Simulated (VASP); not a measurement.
# SnO2: single point with PBE

SnO2:

```xyz
24
Lattice="-4.8272 4.8272 0.0000 -4.8272 -4.8272 0.0000 4.8272 0.0000 6.4763" Properties=species:S:1:pos:R:3 pbc="T T T"
Sn   -2.4136    2.4136    1.6191
Sn   -2.4136    2.4136    4.8572
Sn   -2.4136   -2.4136    1.6191
Sn   -2.4136   -2.4136    4.8572
Sn   -4.8272   -4.8272    0.0000
Sn    0.0000    0.0000    3.2382
Sn   -4.8272    0.0000    0.0000
Sn   -4.8272    0.0000    3.2382
O    -3.8935    3.8935    1.6191
O     0.9337   -0.9337    4.8572
O    -3.8935   -0.9337    1.6191
O    -3.8935   -0.9337    4.8572
O    -0.9337    0.9337    1.6191
O    -0.9337    0.9337    4.8572
O    -5.7609    0.9337    1.6191
O    -0.9337   -3.8935    4.8572
O    -3.3473    1.4799    0.0000
O    -3.3473    1.4799    3.2382
O    -3.3473   -3.3473    0.0000
O    -3.3473   -3.3473    3.2382
O    -6.3071   -1.4799    0.0000
O    -1.4799    3.3473    3.2382
O    -1.4799   -1.4799    0.0000
O    -1.4799   -1.4799    3.2382
```

```json
{
 "Program": "VASP 6.6.1",
 "Task": "single point",
 "Functional": "PBE",
 "Potentials or basis": "VASP PAW PBE potentials, release 64 (Sn_d, O)",
 "Cutoff": "520 eV",
 "k mesh": "3 × 3 × 3",
 "Occupations": "gaussian, width 0.02 eV",
 "Spin": "no spin polarisation"
}
```

```json
{
  "Pressure": "0.6 GPa",
  "Largest force": "0.017 eV/Å",
  "Band gap on the k mesh": "0.67 eV"
}
```

Forces on the atoms (eV/Å):
```
Sn   0.000  0.000  0.000
Sn   0.000  0.000  0.000
Sn   0.000  0.000  0.000
Sn   0.000  0.000  0.000
Sn   0.000  0.000  0.000
Sn   0.000  0.000  0.000
Sn   0.000  0.000  0.000
Sn   0.000  0.000  0.000
O    0.012 -0.012  0.000
O    0.012 -0.012  0.000
O    0.012 -0.012  0.000
O    0.012 -0.012  0.000
O   -0.012  0.012  0.000
O   -0.012  0.012  0.000
O   -0.012  0.012  0.000
O   -0.012  0.012  0.000
O   -0.012 -0.012  0.000
O   -0.012 -0.012  0.000
O   -0.012 -0.012  0.000
O   -0.012 -0.012  0.000
O    0.012  0.012  0.000
O    0.012  0.012  0.000
O    0.012  0.012  0.000
O    0.012  0.012  0.000
```

Stress tensor (GPa, compression positive):
```
0.51 0.00 0.00
0.00 0.51 0.00
0.00 0.00 0.74
```

Levels at points of the mesh, in eV from the valence-band top:
| k point | band 101 | band 102 | band 103 | band 104 | band 105 | band 106 | band 107 | band 108 |
| --- | --- | --- | --- | --- | --- | --- | --- | --- |
| (0.00, 0.00, 0.00) | -0.82 | -0.74 | -0.74 | 0.00 | 0.67 | 4.57 | 4.57 | 4.57 |

It used 960 s of CPU time on 1 thread of AMD EPYC 7R13 Processor (Zen 3) (shared host).

Caveat: spin-orbit coupling is left out, which moves the levels of the heavy elements. PBE gaps usually lie below the measured ones, often by a third to a half.
